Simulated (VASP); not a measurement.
# Sn (P6_3/mmc) in VASP: notebook

The runs below take Sn through single point, with PBE.

All numbers are computed with VASP 6.6.1; they aren't measurements. Logs are shortened: lines on timing, memory, paths and dates and some standing lists are left out, and cuts for length are marked.

## Step 1: The cell of the first run

Symmetry: P6_3/mmc, No. 194, hexagonal system. The conventional cell has a = 3.434 Å, b = 3.434 Å, c = 11.346 Å, α = 90.00°, β = 90.00°, γ = 120.00°. Within 4.5 Å of Sn (site symmetry -3m) lie 12 Sn at 3.43 to 3.46 Å. Within 4.5 Å of Sn (site symmetry -6m2) lie 12 Sn at 3.43 to 3.46 Å.

This isn't the form of Sn at room conditions, which is tetragonal (white tin).

## Step 2: Single point, PBE (28.97 Å³/atom)

The input, INCAR:

```
SYSTEM = Sn
  PREC = Accurate
  ENCUT = 500
  EDIFF = 1E-6
  ISMEAR = -1
  SIGMA = 0.1
  LREAL = .FALSE.
  LASPH = .TRUE.
  NELM = 120
  ALGO = Normal
  ISIF = 2
  LWAVE = .FALSE.
  LCHARG = .TRUE.
  GGA = PE
  LELF = .TRUE.
  LVHAR = .TRUE.
  NBANDS = 36
  GGA_COMPAT = .FALSE.
```

The input, KPOINTS:

```
regular mesh
0
G
  12 12 4
  0 0 0
```

The input, POSCAR:

```
Sn
1.0
    3.4340286086      0.0000000000      0.0000000000
   -1.7170143043      2.9739560124      0.0000000000
    0.0000000000      0.0000000000     11.3456423590
Sn
4
Direct
    0.0000000000      1.0000000000      0.0000000000
    0.0000000000      1.0000000000      0.5000000000
    0.3333333333      0.6666666667      0.2500000000
    0.6666666667      0.3333333333      0.7500000000
```

Potentials or basis: VASP PAW PBE potentials, release 64 (Sn_d).

Started as:

```
cat potpaw_PBE.64/Sn_d/POTCAR > POTCAR
mpirun -np 1 vasp_std > vasp.out
```

OUTCAR:

```text
SYSTEM = Sn
   PREC = Accurate
   ENCUT = 500
   EDIFF = 1E-6
   ISMEAR = -1
   LREAL = .FALSE.
   LASPH = .TRUE.
   NELM = 120
   ISIF = 2
   GGA = PE

 ion  position               nearest neighbor table
   1  0.000  0.000  0.000-   3 3.46   4 3.46   4 3.46   3 3.46   4 3.46   3 3.46
   2  0.000  0.000  0.500-   3 3.46   4 3.46   4 3.46   3 3.46   4 3.46   3 3.46
   3  0.333  0.667  0.250-   1 3.46   2 3.46   1 3.46   2 3.46   1 3.46   2 3.46
   4  0.667  0.333  0.750-   1 3.46   2 3.46   1 3.46   2 3.46   1 3.46   2 3.46

  LATTYP: Found a hexagonal cell.
 ALAT       =     3.4340286086
 C/A-ratio  =     3.3038869655

  Lattice vectors:

 A1 = (   3.4340286086,   0.0000000000,   0.0000000000)
 A2 = (  -1.7170143043,   2.9739560124,   0.0000000000)
 A3 = (   0.0000000000,   0.0000000000,  11.3456423590)

Analysis of symmetry for initial positions (statically):
=====================================================================
 Subroutine PRICEL returns:
 Original cell was already a primitive cell.

 Routine SETGRP: Setting up the symmetry group for a
 hexagonal supercell.

 Subroutine GETGRP returns: Found 24 space group operations
 (whereof 12 operations were pure point group operations)
 out of a pool of 24 trial point group operations.

The static configuration has the point symmetry D_3d.
 The point group associated with its full space group is D_6h.

Analysis of symmetry for dynamics (positions and initial velocities):
=====================================================================
 Subroutine PRICEL returns:
 Original cell was already a primitive cell.

 Routine SETGRP: Setting up the symmetry group for a
 hexagonal supercell.

 Subroutine GETGRP returns: Found 24 space group operations
 (whereof 12 operations were pure point group operations)
 out of a pool of 24 trial point group operations.

The dynamic configuration has the point symmetry D_3d.
 The point group associated with its full space group is D_6h.

 Subroutine INISYM returns: Found 24 space group operations
 (whereof 12 operations are pure point group operations),
 and found     1 'primitive' translations

----------------------------------------------------------------------------------------

                                     Primitive cell

  volume of cell :     115.8691

  direct lattice vectors                    reciprocal lattice vectors
     3.434028609  0.000000000  0.000000000     0.291203165  0.168126226  0.000000000
    -1.717014304  2.973956012  0.000000000     0.000000000  0.336252452  0.000000000
     0.000000000  0.000000000 11.345642359     0.000000000  0.000000000  0.088139567

  length of vectors
     3.434028609  3.434028609 11.345642359     0.336252452  0.336252452  0.088139567

  position of ions in fractional coordinates (direct lattice)
     0.000000000  0.000000000  0.000000000
     0.000000000  0.000000000  0.500000000
     0.333333333  0.666666667  0.250000000
     0.666666667  0.333333333  0.750000000

  ion indices of the primitive-cell ions
   primitive index   ion index
                 1           1
                 2           2
                 3           3
                 4           4

----------------------------------------------------------------------------------------

 KPOINTS: regular mesh

Automatic generation of k-mesh.
 Grid dimensions read from file:
 generate k-points for:   12   12    4

 Generating k-lattice:

  Cartesian coordinates                     Fractional coordinates (reciprocal lattice)
     0.024266930  0.014010519  0.000000000     0.083333333  0.000000000  0.000000000
     0.000000000  0.028021038  0.000000000     0.000000000  0.083333333  0.000000000
     0.000000000  0.000000000  0.022034892     0.000000000  0.000000000  0.250000000

  Length of vectors
     0.028021038  0.028021038  0.022034892

  Shift w.r.t. Gamma in fractional coordinates (k-lattice)
     0.000000000  0.000000000  0.000000000

 Subroutine IBZKPT returns following result:
 ===========================================

 Found     57 irreducible k-points:

 Following reciprocal coordinates:
            Coordinates               Weight
  0.000000  0.000000  0.000000      1.000000
  0.083333 -0.000000  0.000000      6.000000
  0.166667 -0.000000  0.000000      6.000000
  0.250000 -0.000000  0.000000      6.000000
  0.333333  0.000000  0.000000      6.000000
  0.416667 -0.000000  0.000000      6.000000
[... 16 lines left out ...]
  0.250000 -0.000000  0.250000     12.000000
  0.333333  0.000000  0.250000     12.000000
 [... further k-points ...]
   k-points           NKPTS =     57   k-points in BZ     NKDIM =     57   number of bands    NBANDS=     36
   number of dos      NEDOS =    301   number of ions     NIONS =      4
   total plane-waves  NPLWV =  65856
   dimension x,y,z NGX =    28 NGY =   28 NGZ =   84
   dimension x,y,z NGXF=    56 NGYF=   56 NGZF=  168
   ions per type =               4
   NGX,Y,Z   is equivalent  to a cutoff of  13.56, 13.56, 12.31 a.u.
   NGXF,Y,Z  is equivalent  to a cutoff of  27.11, 27.11, 24.62 a.u.
 SYSTEM =  Sn
   PREC   = accura    normal or accurate (medium, high low for compatibility)
   ISTART =      0    job   : 0-new  1-cont  2-samecut
   ICHARG =      2    charge: 1-file 2-atom 10-const
   ISPIN  =      1    spin polarized calculation?
   LNONCOLLINEAR =      F non collinear calculations
   LSORBIT =      F    spin-orbit coupling
   LASPH  =      T    aspherical Exc in radial PAW
   ENCUT  =  500.0 eV  36.75 Ry    6.06 a.u.   6.26  6.26 20.69*2*pi/ulx,y,z
   NELM   =    120;   NELMIN=  2; NELMDL= -5     # of ELM steps
   EDIFF  = 0.1E-05   stopping-criterion for ELM
   LREAL  =      F    real-space projection
[... 7 lines left out ...]
   TEBEG  =    0.0;   TEEND  =   0.0 temperature during run
   PSTRESS=    0.0 pullay stress
   NELECT =      56.0000    total number of electrons
   NUPDOWN=      -1.0000    fix difference up-down
   EMIN   =  10.00;   EMAX   =-10.00  energy-range for DOS
   EFERMI =   0.00;   METHOD = LEGACY
   ISMEAR =    -1;   SIGMA  =   0.10  broadening in eV -4-tet -1-fermi 0-gaus
   EFERMI_NEDOS =   21; number of points for ismear=-14 and -15
   IALGO  =     38    algorithm
   IMIX   =      4    mixing-type and parameters
     AMIX     =   0.40;   BMIX     =  1.00
     AMIX_MAG =   1.60;   BMIX_MAG =  1.00
  volume/ion in A,a.u.               =      28.97       195.48
  Fermi-wavevector in a.u.,A,eV,Ry     =   1.284739  2.427805 22.457163  1.650555
  Thomas-Fermi vector in A             =   2.416915
   LORBIT       =      0    0 simple, 1 ext, 2 COOP (PROOUT), +10 PAW based schemes
   GGA     = PE    functional components
   LHFCALC =     F    Hartree Fock is set to
   AEXX    =    0.0000 exact exchange contribution
   IVDW    =     0    specifies the selected vdW correction
   LEPSILON=     F    determine dielectric tensor
   LRPA    =     F    only Hartree local field effects (RPA)
 non-spin polarized calculation
  energy-cutoff  :      500.00
  volume of cell :      115.87
 maximum number of plane-waves:      2981
 NGX is ok and might be reduce to    28
   NGX = 13   NGY = 13   NGZ = 41

 number of electron      56.0000020 magnetization

 Free energy of the ion-electron system (eV)
  ---------------------------------------------------
  ext. energy  EPLUGINS =         0.00000000
  ---------------------------------------------------
  free energy    TOTEN  =       -15.13762144 eV

  energy without entropy =      -15.05347026  energy(sigma->0) =      -15.09554585

 E-fermi :   7.3660     XC(G=0): -10.0698

 val. band max:        7.3593894793   @ k =   0.3333   0.1667   0.2500
 cond. band min:       7.3791326041   @ k =   0.3333   0.1667   0.5000
 fundamental gap:      0.0197431248
 Fermi energy:         7.3660437109

 k-point     1 :       0.0000    0.0000    0.0000
  band No.  band energies     occupation
      1     -14.1581      2.00000
      2     -14.1561      2.00000
      3     -14.1507      2.00000
      4     -14.1507      2.00000
      5     -14.1485      2.00000
      6     -14.1485      2.00000
[... 28 lines left out ...]
     35      14.5740      0.00000
     36      14.5740      0.00000

 k-point     2 :       0.0833   -0.0000    0.0000
  band No.  band energies     occupation
      1     -14.1593      2.00000
      2     -14.1549      2.00000
      3     -14.1527      2.00000
      4     -14.1509      2.00000
      5     -14.1464      2.00000
      6     -14.1441      2.00000
[... 28 lines left out ...]
     35      14.3288      0.00000
     36      14.6804      0.00000

 k-point     3 :       0.1667   -0.0000    0.0000
  band No.  band energies     occupation
      1     -14.1712      2.00000
      2     -14.1613      2.00000
      3     -14.1584      2.00000
      4     -14.1465      2.00000
      5     -14.1383      2.00000
      6     -14.1376      2.00000
[... 28 lines left out ...]
     35      13.8080      0.00000
     36      14.4460      0.00000

 k-point     4 :       0.2500   -0.0000    0.0000
  band No.  band energies     occupation
      1     -14.1869      2.00000
      2     -14.1698      2.00000
      3     -14.1689      2.00000
      4     -14.1439      2.00000
      5     -14.1417      2.00000
      6     -14.1383      2.00000
[... 28 lines left out ...]
     35      12.7082      0.00000
     36      13.8837      0.00000

 k-point     5 :       0.3333    0.0000    0.0000
  band No.  band energies     occupation
      1     -14.2017      2.00000
      2     -14.1797      2.00000
      3     -14.1775      2.00000
      4     -14.1540      2.00000
      5     -14.1478      2.00000
      6     -14.1441      2.00000
[... 655 lines left out ...]
 k-point    22 :       0.1667   -0.0000    0.2500
  band No.  band energies     occupation
      1     -14.1708      2.00000
      2     -14.1654      2.00000
      3     -14.1545      2.00000
      4     -14.1440      2.00000
      5     -14.1422      2.00000
      6     -14.1347      2.00000
[... 28 lines left out ...]
     35      13.4496      0.00000
     36      14.2359      0.00000

 k-point    23 :       0.2500   -0.0000    0.2500
  band No.  band energies     occupation
      1     -14.1860      2.00000
      2     -14.1770      2.00000
      3     -14.1609      2.00000
      4     -14.1455      2.00000
      5     -14.1388      2.00000
      6     -14.1363      2.00000
[... 28 lines left out ...]
     35      12.7732      0.00000
     36      13.6300      0.00000

 k-point    24 :       0.3333    0.0000    0.2500
  band No.  band energies     occupation
      1     -14.2001      2.00000
      2     -14.1880      2.00000
      3     -14.1680      2.00000
      4     -14.1519      2.00000
      5     -14.1490      2.00000
      6     -14.1424      2.00000
[... 28 lines left out ...]
     35      11.8821      0.00000
     36      13.0667      0.00000

 [... further k-points ...]

------------------------ aborting loop because EDIFF is reached ----------------------------------------

  FORCE on cell =-STRESS in cart. coord.  units (eV):
  Direction    XX          YY          ZZ          XY          YZ          ZX
  --------------------------------------------------------------------------------------
  -------------------------------------------------------------------------------------
  Total       -1.0711780     -1.0711780     -1.1712023      0.0000000      0.0000000      0.0000000
  in kB      -14.8116928    -14.8116928    -16.1947759      0.0000000      0.0000000      0.0000000
  external PRESSURE =     -15.2727205 kB  Pullay stress =       0.0000000 kB

 VOLUME and BASIS-vectors are now :
 -----------------------------------------------------------------------------
  energy-cutoff  :      500.00
  volume of cell :      115.87
      direct lattice vectors                 reciprocal lattice vectors
     3.434028609  0.000000000  0.000000000     0.291203165  0.168126226  0.000000000
    -1.717014304  2.973956012  0.000000000     0.000000000  0.336252452  0.000000000
     0.000000000  0.000000000 11.345642359     0.000000000  0.000000000  0.088139567

 POSITION                                       TOTAL-FORCE (eV/Angst)
 -----------------------------------------------------------------------------------
      0.00000      0.00000      0.00000         0.000000     -0.000000      0.000000
      0.00000      0.00000      5.67282         0.000000     -0.000000      0.000000
     -0.00000      1.98264      2.83641        -0.000000     -0.000000      0.000000
      1.71701      0.99132      8.50923        -0.000000      0.000000      0.000000
 -----------------------------------------------------------------------------------
    total drift:                                0.000000     -0.000000      0.000000

  FREE ENERGIE OF THE ION-ELECTRON SYSTEM (eV)
  ---------------------------------------------------
  free  energy   TOTEN  =       -15.1376214381 eV

  energy  without entropy=      -15.0534702627  energy(sigma->0) =      -15.09554585
```

It took 5.1 min on 1 thread of AMD EPYC 7R43 (Zen 3), shared host; peak memory 0.29 GiB.

Results:

```yaml
Free_energy: -15.1376 eV
Pressure: -1.5 GPa
Band_gap_on_the_k_mesh: zero (bands 28 and 29 overlap by 7.87 eV)
```

Stress tensor (GPa, compression positive):
```
-1.48  0.00  0.00
 0.00 -1.48  0.00
 0.00  0.00 -1.62
```

Caveat: spin-orbit coupling is left out, which moves the levels of the heavy elements.

## Step 3: Single point, PBE (30.08 Å³/atom)

This run uses another cell than the first one, of 30.08 Å³/atom.

The input, INCAR:

```
PREC     = Accurate       # precision mode
ENCUT    = 500            # plane-wave cutoff, eV
EDIFF    = 1E-6           # SCF threshold, eV
ISMEAR   = -1             # smearing method
SIGMA    = 0.1            # smearing width, eV
LREAL    = F              # projectors in reciprocal space
LASPH    = T              # aspherical terms in the spheres
NELM     = 120            # most SCF steps
ALGO     = Normal         # electronic algorithm
ISIF     = 2              # what is computed and relaxed
LWAVE    = F              # write WAVECAR
LCHARG   = T              # write CHGCAR
GGA      = PE             # functional
LELF     = T              # ELF
LVHAR    = T            
NBANDS   = 36             # bands
GGA_COMPAT= F
```

The input, KPOINTS:

```
Automatic mesh
0
Gamma
  12 12 4
```

The input, POSCAR:

```
Sn
1.0
    3.4775019402      0.0000000000      0.0000000000
   -1.7387509701      3.0116050219      0.0000000000
    0.0000000000      0.0000000000     11.4892733327
Sn
4
Direct
    0.0000000000      1.0000000000      0.0000000000
    0.0000000000      1.0000000000      0.5000000000
    0.3333333333      0.6666666667      0.2500000000
    0.6666666667      0.3333333333      0.7500000000
```

Potentials or basis: VASP PAW PBE potentials, release 64 (Sn_d).

Started as:

```
cat potpaw_PBE.64/Sn_d/POTCAR > POTCAR
mpirun -np 1 vasp_std > vasp.out
```

Wall time 4.4 min (1 thread of AMD EPYC 7R43 (Zen 3), shared host); peak memory 0.29 GiB.

The run converged. Its results:

```
Free energy            : -15.0765 eV
Pressure               : -2.9 GPa
Band gap on the k mesh : zero (bands 28 and 29 overlap by 7.55 eV)
```

Stress tensor (GPa, compression positive):
```
-2.86  0.00  0.00
 0.00 -2.86  0.00
 0.00  0.00 -2.96
```

Levels at points of the mesh, in eV from the Fermi level:
| k point | band 25 | band 26 | band 27 | band 28 | band 29 | band 30 | band 31 | band 32 |
| --- | --- | --- | --- | --- | --- | --- | --- | --- |
| (0.00, 0.00, 0.00) | -4.13 | 0.73 | 0.73 | 5.32 | 5.32 | 5.98 | 5.98 | 6.07 |
| (0.50, 0.00, 0.00) | -3.92 | -3.65 | -2.05 | -1.65 | -0.20 | 0.56 | 2.04 | 3.23 |
| (0.00, 0.00, 0.50) | -2.38 | -2.38 | 4.29 | 4.29 | 5.52 | 5.52 | 5.52 | 5.52 |
| (0.50, 0.00, 0.50) | -3.26 | -3.26 | -2.69 | -2.69 | 1.23 | 1.23 | 2.35 | 2.35 |

Caveat: spin-orbit coupling is left out, which moves the levels of the heavy elements.

[end of part 1 of 2]
